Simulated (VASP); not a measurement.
Here is a VASP 6.6.1 calculation.

INCAR

```
SYSTEM = SiNi
  PREC = Accurate
  ENCUT = 520
  EDIFF = 1E-6
  ISMEAR = 0
  SIGMA = 0.1
  LREAL = .FALSE.
  LASPH = .TRUE.
  NELM = 100
  ALGO = Normal
  ISIF = 2
  LWAVE = .FALSE.
  LCHARG = .FALSE.
  GGA = PS
  NBANDS = 38
```

File KPOINTS:

```
regular mesh
0
G
  8 8 8
  0 0 0
```

File POSCAR:

```
SiNi
1.0
    4.3297234457      0.0000000000      0.0000000000
    0.0000000000      4.3297234457      0.0000000000
    0.0000000000      0.0000000000      4.3297234457
Si Ni
4 4
Direct
    0.6530109317      0.1530109317      0.3469890683
    0.1530109317      0.3469890683      0.6530109317
    0.3469890683      0.6530109317      0.1530109317
    0.8469890683      0.8469890683      0.8469890683
    0.3496999273      0.8496999273      0.6503000727
    0.8496999273      0.6503000727      0.3496999273
    0.6503000727      0.3496999273      0.8496999273
    0.1503000727      0.1503000727      0.1503000727
```

Potentials or basis: VASP PAW PBE potentials, release 64 (Si, Ni).

Launch:

```bash
$ cat potpaw_PBE.64/Si/POTCAR potpaw_PBE.64/Ni/POTCAR > POTCAR
$ mpirun -np 1 vasp_std > vasp.out
```

Q: Estimate the pressure.

A: 23.8 GPa.

Q: Estimate the band gap on the k mesh.

A: Zero (band 28 reaches 15.12 eV, above the bottom of band 29 at 13.72 eV).

Forces in eV/Å, atoms in the order of the input:
```
Si  -0.002 -0.002  0.002
Si  -0.002  0.002 -0.002
Si   0.002 -0.002 -0.002
Si   0.002  0.002  0.002
Ni  -0.001 -0.001  0.001
Ni  -0.001  0.001 -0.001
Ni   0.001 -0.001 -0.001
Ni   0.001  0.001  0.001
```

Caveat: the PAW data sets were made with another functional, which shifts forces and pressure a little. Spin polarisation is off, so any magnetic state and its effect on volume and gap are missing.
